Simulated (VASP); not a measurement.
# Mo (Im-3m) in VASP: a series of runs

The runs below take Mo through single point, relaxation of cell and atoms, with PBEsol.

All numbers are computed with VASP 6.6.1; they aren't measurements. Logs are shortened: lines on timing, memory, paths and dates and some standing lists are left out, and cuts for length are marked.

### Step 1. The cell of the first run

It takes space group Im-3m (No. 229, cubic). Conventional cell: a = 3.133 Å, b = 3.133 Å, c = 3.133 Å, α = 90.00°, β = 90.00°, γ = 90.00°. Mo (site symmetry m-3m) has 14 Mo at 2.71 to 3.13 Å within 3.6 Å.

### Step 2. Single point, PBEsol

INCAR reads:

```
SYSTEM = Mo
  ALGO = Normal
  EDIFF = 1E-6
  ENCUT = 500
  GGA = PS
  GGA_COMPAT = .False.
  ISIF = 2
  ISMEAR = 0
  LASPH = .True.
  LCHARG = .False.
  LREAL = .False.
  LWAVE = .False.
  NBANDS = 13
  NELM = 120
  PREC = Accurate
  SIGMA = 0.1
```

KPOINTS reads:

```
k-points
0
Gamma
  8 8 8
  0 0 0
```

POSCAR reads:

```
Mo
1.0
   -1.5665214555      1.5665214555      1.5665214555
    1.5665214555     -1.5665214555      1.5665214555
    1.5665214555      1.5665214555     -1.5665214555
Mo
1
Direct
    0.0000000000      0.0000000000      0.0000000000
```

Potentials or basis: VASP PAW PBE potentials, release 64 (Mo_sv).

Run with:

```console
$ cat potpaw_PBE.64/Mo_sv/POTCAR > POTCAR
$ mpirun -np 1 vasp_std > vasp.out
```

OUTCAR:

```text
SYSTEM = Mo
   EDIFF = 1E-6
   ENCUT = 500
   GGA = PS
   ISIF = 2
   ISMEAR = 0
   LASPH = .True.
   LREAL = .False.
   NELM = 120
   PREC = Accurate

 ion  position               nearest neighbor table
   1  0.000  0.000  0.000-

  LATTYP: Found a body centered cubic cell.
 ALAT       =     3.1330429110

  Lattice vectors:

 A1 = (  -1.5665214555,   1.5665214555,   1.5665214555)
 A2 = (   1.5665214555,  -1.5665214555,   1.5665214555)
 A3 = (   1.5665214555,   1.5665214555,  -1.5665214555)

Analysis of symmetry for initial positions (statically):
=====================================================================
 Subroutine PRICEL returns:
 Original cell was already a primitive cell.

 Routine SETGRP: Setting up the symmetry group for a
 body centered cubic supercell.

 Subroutine GETGRP returns: Found 48 space group operations
 (whereof 48 operations were pure point group operations)
 out of a pool of 48 trial point group operations.

The static configuration has the point symmetry O_h .

Analysis of symmetry for dynamics (positions and initial velocities):
=====================================================================
 Subroutine PRICEL returns:
 Original cell was already a primitive cell.

 Routine SETGRP: Setting up the symmetry group for a
 body centered cubic supercell.

 Subroutine GETGRP returns: Found 48 space group operations
 (whereof 48 operations were pure point group operations)
 out of a pool of 48 trial point group operations.

The dynamic configuration has the point symmetry O_h .

 Subroutine INISYM returns: Found 48 space group operations
 (whereof 48 operations are pure point group operations),
 and found     1 'primitive' translations

----------------------------------------------------------------------------------------

                                     Primitive cell

  volume of cell :      15.3769

  direct lattice vectors                    reciprocal lattice vectors
    -1.566521455  1.566521455  1.566521455     0.000000000  0.319178520  0.319178520
     1.566521455 -1.566521455  1.566521455     0.319178520  0.000000000  0.319178520
     1.566521455  1.566521455 -1.566521455     0.319178520  0.319178520  0.000000000

  length of vectors
     2.713294752  2.713294752  2.713294752     0.451386592  0.451386592  0.451386592

  position of ions in fractional coordinates (direct lattice)
     0.000000000  0.000000000  0.000000000

  ion indices of the primitive-cell ions
   primitive index   ion index
                 1           1

----------------------------------------------------------------------------------------

 KPOINTS: k-points

Automatic generation of k-mesh.
 Grid dimensions read from file:
 generate k-points for:    8    8    8

 Generating k-lattice:

  Cartesian coordinates                     Fractional coordinates (reciprocal lattice)
     0.000000000  0.039897315  0.039897315     0.125000000  0.000000000  0.000000000
     0.039897315  0.000000000  0.039897315     0.000000000  0.125000000  0.000000000
     0.039897315  0.039897315  0.000000000     0.000000000  0.000000000  0.125000000

  Length of vectors
     0.056423324  0.056423324  0.056423324

  Shift w.r.t. Gamma in fractional coordinates (k-lattice)
     0.000000000  0.000000000  0.000000000

 Subroutine IBZKPT returns following result:
 ===========================================

 Found     29 irreducible k-points:

 Following reciprocal coordinates:
            Coordinates               Weight
  0.000000  0.000000  0.000000      1.000000
  0.125000  0.000000  0.000000     12.000000
  0.250000  0.000000  0.000000     12.000000
  0.375000  0.000000  0.000000     12.000000
  0.500000  0.000000  0.000000      6.000000
  0.125000  0.125000  0.000000     24.000000
[... 16 lines left out ...]
 -0.250000  0.250000  0.250000      6.000000
 -0.375000  0.375000  0.250000     24.000000
 [... further k-points ...]
   k-points           NKPTS =     29   k-points in BZ     NKDIM =     29   number of bands    NBANDS=     13
   number of dos      NEDOS =    301   number of ions     NIONS =      1
   total plane-waves  NPLWV =   8000
   dimension x,y,z NGX =    20 NGY =   20 NGZ =   20
   dimension x,y,z NGXF=    40 NGYF=   40 NGZF=   40
   ions per type =               1
   NGX,Y,Z   is equivalent  to a cutoff of  12.25, 12.25, 12.25 a.u.
   NGXF,Y,Z  is equivalent  to a cutoff of  24.51, 24.51, 24.51 a.u.
 SYSTEM =  Mo
   PREC   = accura    normal or accurate (medium, high low for compatibility)
   ISTART =      0    job   : 0-new  1-cont  2-samecut
   ICHARG =      2    charge: 1-file 2-atom 10-const
   ISPIN  =      1    spin polarized calculation?
   LNONCOLLINEAR =      F non collinear calculations
   LSORBIT =      F    spin-orbit coupling
   LASPH  =      T    aspherical Exc in radial PAW
   ENCUT  =  500.0 eV  36.75 Ry    6.06 a.u.   4.95  4.95  4.95*2*pi/ulx,y,z
   NELM   =    120;   NELMIN=  2; NELMDL= -5     # of ELM steps
   EDIFF  = 0.1E-05   stopping-criterion for ELM
   LREAL  =      F    real-space projection
   EDIFFG = 0.1E-04   stopping-criterion for IOM
   NSW    =      0    number of steps for IOM
   IBRION =     -1    ionic relax: 0-MD 1-quasi-New 2-CG
   NFREE  =      0    steps in history (QN), initial steepest desc. (CG)
   ISIF   =      2    stress and relaxation
   ISYM   =      2    0-nonsym 1-usesym 2-fastsym
   POTIM  = 0.5000    time-step for ionic-motion
   TEBEG  =    0.0;   TEEND  =   0.0 temperature during run
   PSTRESS=    0.0 pullay stress
   NELECT =      14.0000    total number of electrons
   NUPDOWN=      -1.0000    fix difference up-down
   EMIN   =  10.00;   EMAX   =-10.00  energy-range for DOS
   EFERMI =   0.00;   METHOD = LEGACY
   ISMEAR =     0;   SIGMA  =   0.10  broadening in eV -4-tet -1-fermi 0-gaus
   EFERMI_NEDOS =   21; number of points for ismear=-14 and -15
   IALGO  =     38    algorithm
   IMIX   =      4    mixing-type and parameters
     AMIX     =   0.40;   BMIX     =  1.00
     AMIX_MAG =   1.60;   BMIX_MAG =  1.00
  volume/ion in A,a.u.               =      15.38       103.77
  Fermi-wavevector in a.u.,A,eV,Ry     =   1.586699  2.998426 34.254206  2.517613
  Thomas-Fermi vector in A             =   2.685970
   LORBIT       =      0    0 simple, 1 ext, 2 COOP (PROOUT), +10 PAW based schemes
   GGA     = PS    functional components
   LHFCALC =     F    Hartree Fock is set to
   AEXX    =    0.0000 exact exchange contribution
   IVDW    =     0    specifies the selected vdW correction
   LEPSILON=     F    determine dielectric tensor
   LRPA    =     F    only Hartree local field effects (RPA)
 non-spin polarized calculation
 Gauss-broadening in eV      SIGMA  =   0.10
  energy-cutoff  :      500.00
  volume of cell :       15.38
 maximum number of plane-waves:       402
   NGX =  9   NGY =  9   NGZ =  9

 number of electron      13.9999998 magnetization

 Free energy of the ion-electron system (eV)
  ---------------------------------------------------
  ext. energy  EPLUGINS =         0.00000000
  ---------------------------------------------------
  free energy    TOTEN  =       -11.75613562 eV

  energy without entropy =      -11.75148877  energy(sigma->0) =      -11.75381219

 E-fermi :  12.5990     XC(G=0): -13.6224

 val. band max:       12.5747847852   @ k =  -0.2500   0.2500   0.1250
 cond. band min:      12.7426673777   @ k =   0.3750   0.0000   0.0000
 fundamental gap:      0.1678825925
 Fermi energy:        12.5989568621

 k-point     1 :       0.0000    0.0000    0.0000
  band No.  band energies     occupation
      1     -48.4700      2.00000
      2     -21.7178      2.00000
      3     -21.7178      2.00000
      4     -21.7178      2.00000
      5       5.3916      2.00000
      6      11.3296      2.00000
      7      11.3296      2.00000
      8      11.3296      2.00000
      9      14.4053      0.00000
     10      14.4053      0.00000
     11      27.5630      0.00000
     12      27.5630      0.00000
     13      27.5630      0.00000

 k-point     2 :       0.1250    0.0000    0.0000
  band No.  band energies     occupation
      1     -48.4291      2.00000
      2     -21.9494      2.00000
      3     -21.7892      2.00000
      4     -21.7196      2.00000
      5       6.0648      2.00000
      6      10.9545      2.00000
      7      11.2351      2.00000
      8      11.9870      2.00000
      9      13.9568      0.00000
     10      14.4234      0.00000
     11      27.9983      0.00000
     12      28.7257      0.00000
     13      28.7713      0.00000

 k-point     3 :       0.2500    0.0000    0.0000
  band No.  band energies     occupation
      1     -48.3291      2.00000
      2     -22.4871      2.00000
      3     -21.9582      2.00000
      4     -21.7243      2.00000
      5       7.3825      2.00000
      6      10.1644      2.00000
      7      11.1285      2.00000
      8      13.8126      0.00000
      9      13.8704      0.00000
     10      14.5707      0.00000
     11      27.5953      0.00000
     12      29.1046      0.00000
     13      31.8079      0.00000
[... 305 lines left out ...]
 k-point    23 :      -0.2500    0.2500    0.2500
  band No.  band energies     occupation
      1     -48.2088      2.00000
      2     -22.5161      2.00000
      3     -22.2197      2.00000
      4     -22.2197      2.00000
      5       8.9257      2.00000
      6       9.9502      2.00000
      7      12.0909      2.00000
      8      12.0909      2.00000
      9      13.6185      0.00000
     10      16.2301      0.00000
     11      28.0179      0.00000
     12      31.2742      0.00000
     13      31.6312      0.00000

 k-point    24 :      -0.3750    0.3750    0.2500
  band No.  band energies     occupation
      1     -48.1222      2.00000
      2     -22.8208      2.00000
      3     -22.3980      2.00000
      4     -22.2643      2.00000
      5       8.6779      2.00000
      6       9.2696      2.00000
      7      12.0833      2.00000
      8      12.9352      0.00000
      9      15.6970      0.00000
     10      17.8241      0.00000
     11      26.7373      0.00000
     12      28.7998      0.00000
     13      29.8187      0.00000

 [... further k-points ...]

------------------------ aborting loop because EDIFF is reached ----------------------------------------

  FORCE on cell =-STRESS in cart. coord.  units (eV):
  Direction    XX          YY          ZZ          XY          YZ          ZX
  --------------------------------------------------------------------------------------
  -------------------------------------------------------------------------------------
  Total        0.0196268      0.0196268      0.0196268     -0.0000000     -0.0000000      0.0000000
  in kB        2.0449875      2.0449875      2.0449875     -0.0000000     -0.0000000      0.0000000
  external PRESSURE =       2.0449875 kB  Pullay stress =       0.0000000 kB

 VOLUME and BASIS-vectors are now :
 -----------------------------------------------------------------------------
  energy-cutoff  :      500.00
  volume of cell :       15.38
      direct lattice vectors                 reciprocal lattice vectors
    -1.566521455  1.566521455  1.566521455     0.000000000  0.319178520  0.319178520
     1.566521455 -1.566521455  1.566521455     0.319178520  0.000000000  0.319178520
     1.566521455  1.566521455 -1.566521455     0.319178520  0.319178520  0.000000000

 POSITION                                       TOTAL-FORCE (eV/Angst)
 -----------------------------------------------------------------------------------
      0.00000      0.00000      0.00000        -0.000000     -0.000000      0.000000
 -----------------------------------------------------------------------------------
    total drift:                                0.000000     -0.000000      0.000000

  FREE ENERGIE OF THE ION-ELECTRON SYSTEM (eV)
  ---------------------------------------------------
  free  energy   TOTEN  =       -11.7561356159 eV

  energy  without entropy=      -11.7514887736  energy(sigma->0) =      -11.75381219
```

Run time: 7.6 s. Hardware: 1 thread of Intel Xeon 8259CL, shared host; peak memory 0.13 GiB.

Results:

| Property | Result |
| --- | --- |
| Free energy | -11.7561 eV |
| Pressure | 0.2 GPa |
| Band gap on the k mesh | zero (bands 7 and 8 overlap by 5.50 eV) |

Caveat: the PAW data sets were made with another functional, which shifts forces and pressure a little.

### Step 3. Relaxation of cell and atoms, PBEsol

This run uses another cell than the first one, of 15.58 Å³/atom.

INCAR reads:

```
SYSTEM = Mo
PREC = Accurate ; ENCUT = 500
EDIFF = 1E-7 ; ISMEAR = 0
SIGMA = 0.1 ; LREAL = .FALSE.
LASPH = .TRUE. ; NELM = 120
ALGO = Normal ; ISIF = 3
LWAVE = .FALSE. ; LCHARG = .FALSE.
GGA = PS ; IBRION = 2
NSW = 80 ; EDIFFG = -0.01
GGA_COMPAT = .FALSE. ; NELMIN = 4
```

KPOINTS reads:

```
regular mesh
0
G
  8 8 8
  0 0 0
```

POSCAR reads:

```
Mo
1.0
   -1.5734150000      1.5734150000      1.5734150000
    1.5734150000     -1.5734150000      1.5734150000
    1.5734150000      1.5734150000     -1.5734150000
Mo
1
Direct
    0.0000000000      0.0000000000      0.0000000000
```

Potentials or basis: VASP PAW PBE potentials, release 64 (Mo_sv).

Run with:

```console
$ cat potpaw_PBE.64/Mo_sv/POTCAR > POTCAR
$ mpirun -np 1 vasp_std > vasp.out
```

Run time: 18 s. Hardware: 1 thread of Intel Xeon 8259CL, shared host; peak memory 0.13 GiB.

It converged, with:

| Quantity | Value |
| --- | --- |
| Free energy | -11.7562 eV |
| Relaxed volume | 15.39 Å³/atom |
| Relaxed cell | a = 2.714 Å, b = 2.714 Å, c = 2.714 Å, α = 109.47°, β = 109.47°, γ = 109.47° |
| Space group after relaxing (to 0.1 Å) | Im-3m (No. 229) |
| Energy gained by relaxing | 2.0 meV/atom |
| Ionic steps | 3 |
| Pressure after relaxing | 0.0 GPa |
| Band gap on the k mesh | zero (bands 7 and 8 overlap by 5.50 eV) |

The path:
| step | energy change (eV) | largest force (eV/Å) | pressure (GPa) | volume (Å³) |
| --- | --- | --- | --- | --- |
| 1 | 0.0000 | 0.0000 | -3.32 | 15.58 |
| 2 | 0.0142 | 0.0000 | 10.17 | 14.86 |
| 3 | -0.0020 | 0.0000 | -0.03 | 15.39 |

Final structure:
```cif
data_structure
_symmetry_space_group_name_H-M 'P 1'
_symmetry_Int_Tables_number 1
_cell_length_a 2.7141
_cell_length_b 2.7141
_cell_length_c 2.7141
_cell_angle_alpha 109.471
_cell_angle_beta 109.471
_cell_angle_gamma 109.471
_cell_volume 15.39
loop_
_atom_site_label
_atom_site_type_symbol
_atom_site_fract_x
_atom_site_fract_y
_atom_site_fract_z
_atom_site_occupancy
Mo1 Mo 0.00000 0.00000 0.00000 1
```

Levels at points of the mesh, in eV from the Fermi level:
```csv
k point,band 5,band 6,band 7,band 8,band 9,band 10
"(0.00, 0.00, 0.00)",-7.20,-1.27,-1.27,-1.27,1.80,1.80
"(0.50, 0.00, 0.00)",-5.32,-3.36,1.80,1.85,2.49,5.02
"(0.50, 0.50, 0.50)",-5.46,-5.46,4.23,4.23,4.23,9.27
```

Caveat: the PAW data sets were made with another functional, which shifts forces and pressure a little.
